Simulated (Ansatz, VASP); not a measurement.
## One calculation of SiNi, two programs

```
CELL_PARAMETERS angstrom
5.17664 0.00000 0.00000
0.00000 3.35515 0.00000
0.00000 0.00000 5.63745
ATOMIC_POSITIONS crystal
Si 0.32086 0.75000 0.08264
Si 0.17914 0.25000 0.58264
Si 0.82086 0.75000 0.41736
Si 0.67914 0.25000 0.91736
Ni 0.00798 0.25000 0.18874
Ni 0.49202 0.75000 0.68874
Ni 0.50798 0.25000 0.31126
Ni 0.99202 0.75000 0.81126
```

Alike in both runs: task electric field gradients; functional PBE; k mesh 8 × 10 × 6; occupations fermi-dirac, width 0.15 eV; no spin polarisation.

```csv
,VASP,Ansatz
version,VASP 6.6.1,Ansatz 0.2.0
potentials or method,"VASP PAW PBE potentials, release 64 (Si, Ni), cutoff 520 eV","scalar-relativistic, plane waves, PAW"
valence electrons in the cell,56,88
```

```csv
,VASP,Ansatz,Ansatz less VASP
gap on the k mesh at the Fermi level (eV),none,none,-
pressure (GPa),0.0,0.0,-0.04
"traceless stress, the component that is largest in VASP (GPa)",-0.11,0.00,+0.114
rms of the force components (eV/Å),0.004,0.000,-0.0042
size of Vzz on the site where it differs most (V/Å²),8.5,7.6,-0.93
```

Atom by atom the forces differ by 0.004 eV/Å (rms over components). A gap of «none» marks a metal or a gap that the smearing closes. VASP's potentials hold 56 valence electrons a cell and Ansatz's 88, so a difference there can come from the potentials and not from the codes.
